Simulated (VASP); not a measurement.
# Al (Fm-3m) in VASP: further runs, part 2 of 2

VASP 6.6.1.

### Step 4. Single point, PBE (volume scaled by 0.716, to set the pressure)

File INCAR:

```
PREC     = Accurate       # precision mode
ENCUT    = 500            # plane-wave cutoff, eV
EDIFF    = 1E-6           # SCF threshold, eV
ISMEAR   = -1             # smearing method
SIGMA    = 0.1            # smearing width, eV
LREAL    = False          # projectors in reciprocal space
LASPH    = True           # aspherical terms in the spheres
NELM     = 120            # most SCF steps
ALGO     = Normal         # electronic algorithm
ISIF     = 2              # what is computed and relaxed
LWAVE    = False          # write WAVECAR
LCHARG   = False          # write CHGCAR
GGA      = PE             # functional
NBANDS   = 8              # bands
GGA_COMPAT= False
```

File KPOINTS:

```
Automatic mesh
0
Gamma
  18 18 18
```

File POSCAR:

```
Al
1.0
    0.0000000000      1.8075789914      1.8075789914
    1.8075789914      0.0000000000      1.8075789914
    1.8075789914      1.8075789914      0.0000000000
Al
1
Direct
    0.0000000000      0.0000000000      0.0000000000
```

Potentials or basis: VASP PAW PBE potentials, release 64 (Al).

Started as:

```bash
$ cat potpaw_PBE.64/Al/POTCAR > POTCAR
$ mpirun -np 1 vasp_std > vasp.out
```

OUTCAR:

```text
PREC = Accurate
   ENCUT = 500
   EDIFF = 1E-6
   ISMEAR = -1
   LREAL = False
   LASPH = True
   NELM = 120
   ISIF = 2
   GGA = PE

 ion  position               nearest neighbor table
   1  0.000  0.000  0.000-

  LATTYP: Found a face centered cubic cell.
 ALAT       =     3.6151579828

  Lattice vectors:

 A1 = (   0.0000000000,   1.8075789914,   1.8075789914)
 A2 = (   1.8075789914,   0.0000000000,   1.8075789914)
 A3 = (   1.8075789914,   1.8075789914,   0.0000000000)

Analysis of symmetry for initial positions (statically):
=====================================================================
 Subroutine PRICEL returns:
 Original cell was already a primitive cell.

 Routine SETGRP: Setting up the symmetry group for a
 face centered cubic supercell.

 Subroutine GETGRP returns: Found 48 space group operations
 (whereof 48 operations were pure point group operations)
 out of a pool of 48 trial point group operations.

The static configuration has the point symmetry O_h .

Analysis of symmetry for dynamics (positions and initial velocities):
=====================================================================
 Subroutine PRICEL returns:
 Original cell was already a primitive cell.

 Routine SETGRP: Setting up the symmetry group for a
 face centered cubic supercell.

 Subroutine GETGRP returns: Found 48 space group operations
 (whereof 48 operations were pure point group operations)
 out of a pool of 48 trial point group operations.

The dynamic configuration has the point symmetry O_h .

 Subroutine INISYM returns: Found 48 space group operations
 (whereof 48 operations are pure point group operations),
 and found     1 'primitive' translations

----------------------------------------------------------------------------------------

                                     Primitive cell

  volume of cell :      11.8120

  direct lattice vectors                    reciprocal lattice vectors
     0.000000000  1.807578991  1.807578991    -0.276613084  0.276613084  0.276613084
     1.807578991  0.000000000  1.807578991     0.276613084 -0.276613084  0.276613084
     1.807578991  1.807578991  0.000000000     0.276613084  0.276613084 -0.276613084

  length of vectors
     2.556302725  2.556302725  2.556302725     0.479107916  0.479107916  0.479107916

  position of ions in fractional coordinates (direct lattice)
     0.000000000  0.000000000  0.000000000

  ion indices of the primitive-cell ions
   primitive index   ion index
                 1           1

----------------------------------------------------------------------------------------

 KPOINTS: Automatic mesh

Automatic generation of k-mesh.
 Grid dimensions read from file:
 generate k-points for:   18   18   18

 Generating k-lattice:

  Cartesian coordinates                     Fractional coordinates (reciprocal lattice)
    -0.015367394  0.015367394  0.015367394     0.055555556  0.000000000  0.000000000
     0.015367394 -0.015367394  0.015367394     0.000000000  0.055555556  0.000000000
     0.015367394  0.015367394 -0.015367394     0.000000000  0.000000000  0.055555556

  Length of vectors
     0.026617106  0.026617106  0.026617106

  Shift w.r.t. Gamma in fractional coordinates (k-lattice)
     0.000000000  0.000000000  0.000000000

 Subroutine IBZKPT returns following result:
 ===========================================

 Found    195 irreducible k-points:

 Following reciprocal coordinates:
            Coordinates               Weight
  0.000000  0.000000  0.000000      1.000000
  0.055556  0.000000  0.000000      8.000000
  0.111111  0.000000  0.000000      8.000000
  0.166667  0.000000  0.000000      8.000000
  0.222222  0.000000  0.000000      8.000000
  0.277778  0.000000  0.000000      8.000000
[... 16 lines left out ...]
 -0.277778  0.055556  0.000000     24.000000
 -0.222222  0.055556  0.000000     24.000000
 [... further k-points ...]
   k-points           NKPTS =    195   k-points in BZ     NKDIM =    195   number of bands    NBANDS=      8
   number of dos      NEDOS =    301   number of ions     NIONS =      1
   total plane-waves  NPLWV =   8000
   dimension x,y,z NGX =    20 NGY =   20 NGZ =   20
   dimension x,y,z NGXF=    40 NGYF=   40 NGZF=   40
   ions per type =               1
   NGX,Y,Z   is equivalent  to a cutoff of  13.01, 13.01, 13.01 a.u.
   NGXF,Y,Z  is equivalent  to a cutoff of  26.01, 26.01, 26.01 a.u.
 SYSTEM =  unknown system
   PREC   = accura    normal or accurate (medium, high low for compatibility)
   ISTART =      0    job   : 0-new  1-cont  2-samecut
   ICHARG =      2    charge: 1-file 2-atom 10-const
   ISPIN  =      1    spin polarized calculation?
   LNONCOLLINEAR =      F non collinear calculations
   LSORBIT =      F    spin-orbit coupling
   LASPH  =      T    aspherical Exc in radial PAW
   ENCUT  =  500.0 eV  36.75 Ry    6.06 a.u.   4.66  4.66  4.66*2*pi/ulx,y,z
   NELM   =    120;   NELMIN=  2; NELMDL= -5     # of ELM steps
   EDIFF  = 0.1E-05   stopping-criterion for ELM
   LREAL  =      F    real-space projection
   EDIFFG = 0.1E-04   stopping-criterion for IOM
   NSW    =      0    number of steps for IOM
   IBRION =     -1    ionic relax: 0-MD 1-quasi-New 2-CG
   NFREE  =      0    steps in history (QN), initial steepest desc. (CG)
   ISIF   =      2    stress and relaxation
   ISYM   =      2    0-nonsym 1-usesym 2-fastsym
   POTIM  = 0.5000    time-step for ionic-motion
   TEBEG  =    0.0;   TEEND  =   0.0 temperature during run
   PSTRESS=    0.0 pullay stress
   NELECT =       3.0000    total number of electrons
   NUPDOWN=      -1.0000    fix difference up-down
   EMIN   =  10.00;   EMAX   =-10.00  energy-range for DOS
   EFERMI =   0.00;   METHOD = LEGACY
   ISMEAR =    -1;   SIGMA  =   0.10  broadening in eV -4-tet -1-fermi 0-gaus
   EFERMI_NEDOS =   21; number of points for ismear=-14 and -15
   IALGO  =     38    algorithm
   IMIX   =      4    mixing-type and parameters
     AMIX     =   0.40;   BMIX     =  1.00
     AMIX_MAG =   1.60;   BMIX_MAG =  1.00
  volume/ion in A,a.u.               =      11.81        79.71
  Fermi-wavevector in a.u.,A,eV,Ry     =   1.036751  1.959176 14.624269  1.074853
  Thomas-Fermi vector in A             =   2.171157
   LORBIT       =      0    0 simple, 1 ext, 2 COOP (PROOUT), +10 PAW based schemes
   GGA     = PE    functional components
   LHFCALC =     F    Hartree Fock is set to
   AEXX    =    0.0000 exact exchange contribution
   IVDW    =     0    specifies the selected vdW correction
   LEPSILON=     F    determine dielectric tensor
   LRPA    =     F    only Hartree local field effects (RPA)
 non-spin polarized calculation
  energy-cutoff  :      500.00
  volume of cell :       11.81
 maximum number of plane-waves:       310
   NGX =  9   NGY =  9   NGZ =  9

 number of electron       3.0000000 magnetization

 Free energy of the ion-electron system (eV)
  ---------------------------------------------------
  ext. energy  EPLUGINS =         0.00000000
  ---------------------------------------------------
  free energy    TOTEN  =        -3.16196469 eV

  energy without entropy =       -3.15179986  energy(sigma->0) =       -3.15688227

 E-fermi :  11.9146     XC(G=0): -11.4731

 val. band max:       11.8594398678   @ k =   0.5000   0.4444   0.0556
 cond. band min:      11.9202127959   @ k =  -0.3333   0.0556   0.0000
 fundamental gap:      0.0607729281
 Fermi energy:        11.9146431246

 k-point     1 :       0.0000    0.0000    0.0000
  band No.  band energies     occupation
      1      -1.6764      2.00000
      2      26.6097      0.00000
      3      26.6097      0.00000
      4      26.6097      0.00000
      5      31.0138      0.00000
      6      31.0138      0.00000
      7      31.0138      0.00000
      8      31.0814      0.00000

 k-point     2 :       0.0556    0.0000    0.0000
  band No.  band energies     occupation
      1      -1.5718      2.00000
      2      25.1342      0.00000
      3      26.4708      0.00000
      4      26.4708      0.00000
      5      30.9062      0.00000
      6      31.3109      0.00000
      7      31.3109      0.00000
      8      32.5559      0.00000
[... 221 lines left out ...]
 k-point    23 :      -0.2778    0.0556    0.0000
  band No.  band energies     occupation
      1       1.3444      2.00000
      2      14.1783      0.00000
      3      23.2374      0.00000
      4      26.3253      0.00000
      5      28.4554      0.00000
      6      29.7640      0.00000
      7      30.5710      0.00000
      8      35.3724      0.00000

 k-point    24 :      -0.2222    0.0556    0.0000
  band No.  band energies     occupation
      1       0.3594      2.00000
      2      16.5785      0.00000
      3      23.4532      0.00000
      4      26.6376      0.00000
      5      29.3484      0.00000
      6      30.3608      0.00000
      7      31.2644      0.00000
      8      34.1291      0.00000

 [... further k-points ...]
[... 5 lines left out ...]
  --------------------------------------------------------------------------------------
  -------------------------------------------------------------------------------------
  Total        4.0032606      4.0032606      4.0032606      0.0000000     -0.0000000     -0.0000000
  in kB      543.0034603    543.0034603    543.0034603      0.0000000     -0.0000000     -0.0000000
  external PRESSURE =     543.0034603 kB  Pullay stress =       0.0000000 kB

 VOLUME and BASIS-vectors are now :
 -----------------------------------------------------------------------------
  energy-cutoff  :      500.00
  volume of cell :       11.81
      direct lattice vectors                 reciprocal lattice vectors
     0.000000000  1.807578991  1.807578991    -0.276613084  0.276613084  0.276613084
     1.807578991  0.000000000  1.807578991     0.276613084 -0.276613084  0.276613084
     1.807578991  1.807578991  0.000000000     0.276613084  0.276613084 -0.276613084

 POSITION                                       TOTAL-FORCE (eV/Angst)
 -----------------------------------------------------------------------------------
      0.00000      0.00000      0.00000        -0.000000      0.000000      0.000000
 -----------------------------------------------------------------------------------
    total drift:                               -0.000000     -0.000000     -0.000000

  FREE ENERGIE OF THE ION-ELECTRON SYSTEM (eV)
  ---------------------------------------------------
  free  energy   TOTEN  =        -3.1619646884 eV

  energy  without entropy=       -3.1517998608  energy(sigma->0) =       -3.15688227
```

Run time: 9.3 s. Hardware: 1 thread of AMD EPYC 9R45 (Zen 5), shared host; peak memory 0.09 GiB.

Results:

| Quantity | Value |
| --- | --- |
| Free energy | -3.1620 eV |
| Pressure | 54.3 GPa |

Caveat: the cell differs from its parent crystal (volume scaled by 0.716, to set the pressure).

### Step 5. Overview

| task | cell | k mesh | cutoff (eV) | gap on the mesh (eV) | pressure (GPa) |
| --- | --- | --- | --- | --- | --- |
| relaxation of cell and atoms | relaxed to 54 GPa from a = 2.557 Å, angles 60.0°, 1 atom | 18 × 18 × 18 | 600 | none | 54.0 |
| relaxation of cell and atoms | relaxed from a = 2.857 Å, angles 60.0°, 1 atom | 17 × 17 × 17 | 600 | none | 0.0 |
| single point | a = 2.556 Å, angles 60.0°, 1 atom | 18 × 18 × 18 | 500 | none | 54.3 |

Alike in all rows: level PBE; potentials or basis VASP PAW PBE potentials, release 64 (Al); no spin polarisation; smearing fermi-dirac 0.1 eV.

Caveats: the relaxation stopped at its first step, so nothing moved (some runs); the cell is relaxed towards a set pressure, so the enthalpy falls and the energy may rise (some runs).

Absolute energies hang on the potentials; compare differences alone.
